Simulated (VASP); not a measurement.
# KBr in VASP: settings compared

KBr is run at these levels: r2SCAN, PBE; tasks: single point.

Program: VASP 6.6.1. These are calculated values, not measurements. Logs are shortened: lines on timing, memory, paths and dates and some standing lists are left out, and cuts for length are marked.

### Step 1. The cell of the first run

Symmetry: Fm-3m, No. 225, cubic system. The conventional cell has a = 6.600 Å, b = 6.600 Å, c = 6.600 Å, α = 90.00°, β = 90.00°, γ = 90.00°. Br (site symmetry m-3m) has 6 K at 3.30 Å within 4.3 Å. K (site symmetry m-3m) has 6 Br at 3.30 Å within 4.3 Å.

### Step 2. Single point, r2SCAN, non-collinear spin, zero start, spin-orbit coupling

POSCAR

```
KBr
1.0
    0.0000000000      3.3000000000      3.3000000000
    3.3000000000      0.0000000000      3.3000000000
    3.3000000000      3.3000000000      0.0000000000
Br K
1 1
Direct
    0.5000000000      0.5000000000      0.5000000000
    0.0000000000      0.0000000000      0.0000000000
```

INCAR.step1

```
SYSTEM = KBr
PREC = Accurate
ENCUT = 520
ISMEAR = 1
SIGMA = 0.05
LREAL = .FALSE.
LASPH = .TRUE.
NELM = 150
MAGMOM = 0 0 0 0 0 0
LSORBIT = .TRUE.
GGA_COMPAT = .FALSE.
NBANDS = 28
GGA = PE
ALGO = Normal
EDIFF = 1E-4
LWAVE = .TRUE.
LCHARG = .FALSE.
```

INCAR.step2

```
SYSTEM = KBr
PREC = Accurate
ENCUT = 520
EDIFF = 1E-6
ISMEAR = 1
SIGMA = 0.05
LREAL = .FALSE.
LASPH = .TRUE.
NELM = 150
ALGO = Normal
ISIF = 2
LWAVE = .FALSE.
LCHARG = .TRUE.
MAGMOM = 0 0 0 0 0 0
LORBIT = 11
LSORBIT = .TRUE.
GGA_COMPAT = .FALSE.
LORBMOM = .TRUE.
METAGGA = R2SCAN
LMIXTAU = .TRUE.
LVHAR = .TRUE.
NBANDS = 28
ISTART = 1
```

KPOINTS

```
regular mesh
0
G
  6 6 6
  0 0 0
```

Potentials or basis: VASP PAW PBE potentials, release 64 (Br, K_sv).

Command:

```bash
cat potpaw_PBE.64/Br/POTCAR potpaw_PBE.64/K_sv/POTCAR > POTCAR
cp INCAR.step1 INCAR
mpirun -np 1 vasp_ncl > vasp.out
cp INCAR.step2 INCAR
mpirun -np 1 vasp_ncl > vasp.out
```

OUTCAR:

```text
SYSTEM = KBr
   PREC = Accurate
   ENCUT = 520
   EDIFF = 1E-6
   ISMEAR = 1
   LREAL = .FALSE.
   LASPH = .TRUE.
   NELM = 150
   ISIF = 2
   LORBIT = 11
   LSORBIT = .TRUE.
   METAGGA = R2SCAN
   ISTART = 1

 ion  position               nearest neighbor table
   1  0.500  0.500  0.500-   2 3.30   2 3.30   2 3.30   2 3.30   2 3.30   2 3.30
   2  0.000  0.000  0.000-   1 3.30   1 3.30   1 3.30   1 3.30   1 3.30   1 3.30

  LATTYP: Found a face centered cubic cell.
 ALAT       =     6.6000000000

  Lattice vectors:

 A1 = (   0.0000000000,   3.3000000000,   3.3000000000)
 A2 = (   3.3000000000,   0.0000000000,   3.3000000000)
 A3 = (   3.3000000000,   3.3000000000,   0.0000000000)

Analysis of symmetry for initial positions (statically):
=====================================================================
 Subroutine PRICEL returns:
 Original cell was already a primitive cell.

 Routine SETGRP: Setting up the symmetry group for a
 face centered cubic supercell.

 Subroutine GETGRP returns: Found 48 space group operations
 (whereof 48 operations were pure point group operations)
 out of a pool of 48 trial point group operations.

The static configuration has the point symmetry O_h .

Analysis of symmetry for dynamics (positions and initial velocities):
=====================================================================
 Subroutine PRICEL returns:
 Original cell was already a primitive cell.

 Routine SETGRP: Setting up the symmetry group for a
 face centered cubic supercell.

 Subroutine GETGRP returns: Found 48 space group operations
 (whereof 48 operations were pure point group operations)
 out of a pool of 48 trial point group operations.

The dynamic configuration has the point symmetry O_h .

Analysis of structural, dynamic, and magnetic symmetry:
=====================================================================
 Subroutine PRICEL returns:
 Original cell was already a primitive cell.

 Routine SETGRP: Setting up the symmetry group for a
 face centered cubic supercell.

 Subroutine GETGRP returns: Found 48 space group operations
 (whereof 48 operations were pure point group operations)
 out of a pool of 48 trial point group operations.

The overall configuration has the point symmetry O_h .

 Subroutine INISYM returns: Found 48 space group operations
 (whereof 48 operations are pure point group operations),
 and found     1 'primitive' translations

----------------------------------------------------------------------------------------

                                     Primitive cell

  volume of cell :      71.8740

  direct lattice vectors                    reciprocal lattice vectors
     0.000000000  3.300000000  3.300000000    -0.151515152  0.151515152  0.151515152
     3.300000000  0.000000000  3.300000000     0.151515152 -0.151515152  0.151515152
     3.300000000  3.300000000  0.000000000     0.151515152  0.151515152 -0.151515152

  length of vectors
     4.666904756  4.666904756  4.666904756     0.262431941  0.262431941  0.262431941

  position of ions in fractional coordinates (direct lattice)
     0.500000000  0.500000000  0.500000000
     0.000000000  0.000000000  0.000000000

  ion indices of the primitive-cell ions
   primitive index   ion index
                 1           1
                 2           2

----------------------------------------------------------------------------------------

 KPOINTS: regular mesh

Automatic generation of k-mesh.
 Grid dimensions read from file:
 generate k-points for:    6    6    6

 Generating k-lattice:

  Cartesian coordinates                     Fractional coordinates (reciprocal lattice)
    -0.025252525  0.025252525  0.025252525     0.166666667  0.000000000  0.000000000
[... 88 lines left out ...]

 number of electron      15.9999997 magnetization      -0.0000000     -0.0000000      0.0000000

 number of electron      15.9999997 magnetization       0.0000000      0.0000000      0.0000000

 number of electron      15.9999997 magnetization       0.0000000     -0.0000000      0.0000000

 Free energy of the ion-electron system (eV)
  ---------------------------------------------------
  ext. energy  EPLUGINS =         0.00000000
  ---------------------------------------------------
  free energy    TOTEN  =       -23.27608355 eV

  energy without entropy =      -23.27611871  energy(sigma->0) =      -23.27609527

 E-fermi :  -1.9484     XC(G=0):  -7.7495

 val. band max:       -1.9895439077   @ k =   0.0000   0.0000   0.0000
 cond. band min:       2.9300857274   @ k =   0.0000   0.0000   0.0000
 fundamental gap:      4.9196296351
 Fermi energy:        -1.9484395408

 k-point     1 :       0.0000    0.0000    0.0000
  band No.  band energies     occupation
      1     -31.0309      1.00000
      2     -31.0309      1.00000
      3     -14.8765      1.00000
      4     -14.8765      1.00000
      5     -13.9123      1.00000
      6     -13.9123      1.00000
[... 485 lines left out ...]
     27       9.4384      0.00000
     28       9.4384      0.00000

------------------------ aborting loop because EDIFF is reached ----------------------------------------

  FORCE on cell =-STRESS in cart. coord.  units (eV):
  Direction    XX          YY          ZZ          XY          YZ          ZX
  --------------------------------------------------------------------------------------
  -------------------------------------------------------------------------------------
  Total        0.0280557      0.0280557      0.0280557     -0.0000000      0.0000000      0.0000000
  in kB        0.6254024      0.6254024      0.6254024     -0.0000000      0.0000000      0.0000000
  external PRESSURE =       0.6254024 kB  Pullay stress =       0.0000000 kB

 VOLUME and BASIS-vectors are now :
 -----------------------------------------------------------------------------
  energy-cutoff  :      520.00
  volume of cell :       71.87
      direct lattice vectors                 reciprocal lattice vectors
     0.000000000  3.300000000  3.300000000    -0.151515152  0.151515152  0.151515152
     3.300000000  0.000000000  3.300000000     0.151515152 -0.151515152  0.151515152
     3.300000000  3.300000000  0.000000000     0.151515152  0.151515152 -0.151515152

 POSITION                                       TOTAL-FORCE (eV/Angst)
 -----------------------------------------------------------------------------------
      3.30000      3.30000      3.30000         0.000000     -0.000000     -0.000000
      0.00000      0.00000      0.00000         0.000000      0.000000      0.000000
 -----------------------------------------------------------------------------------
    total drift:                                0.000000      0.000000      0.000000

  FREE ENERGIE OF THE ION-ELECTRON SYSTEM (eV)
  ---------------------------------------------------
  free  energy   TOTEN  =       -23.2760835532 eV

  energy  without entropy=      -23.2761187063  energy(sigma->0) =      -23.27609527

 orbital moment (x)

 # of ion     p       d       tot
 ----------------------------------------
  1         0.000  -0.000  -0.000
  2         0.000  -0.000  -0.000
 ----------------------------------------
            0.000  -0.000  -0.000

 orbital moment (y)

 # of ion     p       d       tot
 ----------------------------------------
  1         0.000  -0.000  -0.000
  2         0.000   0.000   0.000
 ----------------------------------------
            0.000   0.000   0.000

 orbital moment (z)

 # of ion     p       d       tot
 ----------------------------------------
  1         0.000  -0.000  -0.000
  2         0.000   0.000   0.000
 ----------------------------------------
            0.000  -0.000  -0.000

 Spin-Orbit-Coupling matrix elements

 Ion:    1  E_soc:     -0.0480030
 l=   1
     0.0000000    -0.0080003    -0.0080003
    -0.0080003     0.0000000    -0.0080003
    -0.0080003    -0.0080003     0.0000000
 l=   2
     0.0000000    -0.0000001     0.0000000    -0.0000001    -0.0000001
    -0.0000001     0.0000000    -0.0000001    -0.0000001    -0.0000000
     0.0000000    -0.0000001     0.0000000    -0.0000001     0.0000000
    -0.0000001    -0.0000001    -0.0000001     0.0000000    -0.0000000
    -0.0000001    -0.0000000     0.0000000    -0.0000000     0.0000000
 l=   3
     0.0000000     0.0000000     0.0000000     0.0000000     0.0000000     0.0000000     0.0000000
     0.0000000     0.0000000     0.0000000     0.0000000     0.0000000     0.0000000     0.0000000
     0.0000000     0.0000000     0.0000000     0.0000000     0.0000000     0.0000000     0.0000000
     0.0000000     0.0000000     0.0000000     0.0000000     0.0000000     0.0000000     0.0000000
     0.0000000     0.0000000     0.0000000     0.0000000     0.0000000     0.0000000     0.0000000
     0.0000000     0.0000000     0.0000000     0.0000000     0.0000000     0.0000000     0.0000000
     0.0000000     0.0000000     0.0000000     0.0000000     0.0000000     0.0000000     0.0000000

 Ion:    2  E_soc:     -0.0072094
 l=   1
     0.0000000    -0.0012006    -0.0012006
    -0.0012006     0.0000000    -0.0012006
    -0.0012006    -0.0012006     0.0000000
 l=   2
     0.0000000     0.0000001     0.0000000     0.0000001    -0.0000011
     0.0000001     0.0000000    -0.0000008     0.0000001    -0.0000003
     0.0000000    -0.0000008     0.0000000    -0.0000008     0.0000000
     0.0000001     0.0000001    -0.0000008     0.0000000    -0.0000003
    -0.0000011    -0.0000003     0.0000000    -0.0000003     0.0000000
 l=   3
     0.0000000     0.0000000     0.0000000     0.0000000     0.0000000     0.0000000     0.0000000
     0.0000000     0.0000000     0.0000000     0.0000000     0.0000000     0.0000000     0.0000000
     0.0000000     0.0000000     0.0000000     0.0000000     0.0000000     0.0000000     0.0000000
     0.0000000     0.0000000     0.0000000     0.0000000     0.0000000     0.0000000     0.0000000
     0.0000000     0.0000000     0.0000000     0.0000000     0.0000000     0.0000000     0.0000000
     0.0000000     0.0000000     0.0000000     0.0000000     0.0000000     0.0000000     0.0000000
     0.0000000     0.0000000     0.0000000     0.0000000     0.0000000     0.0000000     0.0000000

 total charge

# of ion       s       p       d       tot
------------------------------------------
    1        1.594   3.339   0.001   4.934
    2        1.958   5.680   0.022   7.660
--------------------------------------------------
tot          3.552   9.019   0.023  12.594

 magnetization (x)

# of ion       s       p       d       tot
------------------------------------------
    1        0.000   0.000   0.000   0.000
    2        0.000   0.000  -0.000  -0.000
--------------------------------------------------
tot          0.000   0.000  -0.000  -0.000

 magnetization (y)

# of ion       s       p       d       tot
------------------------------------------
    1        0.000   0.000  -0.000   0.000
    2        0.000   0.000   0.000   0.000
--------------------------------------------------
tot          0.000   0.000  -0.000   0.000

 magnetization (z)

# of ion       s       p       d       tot
------------------------------------------
    1        0.000  -0.000   0.000  -0.000
    2        0.000   0.000  -0.000   0.000
--------------------------------------------------
tot          0.000  -0.000  -0.000  -0.000
```

Run time: 2.9 min. Hardware: 1 thread of Intel Xeon 6975P-C (Granite Rapids), shared host; peak memory 0.47 GiB.

Results:

```yaml
Free_energy: -23.2761 eV
Pressure: 0.1 GPa
Net_moment: 0.00 μB per cell
Valence_electrons_inside_the_program's_atomic_spheres: Br 4.93; K 7.66
```

Moments on the atoms (μB; x, y, z):
```
Br  0.00 0.00 0.00
K   0.00 0.00 0.00
```

Caveat: the PAW data sets were made with another functional, which shifts forces and pressure a little.

(Part 1 of 2 ends here.)
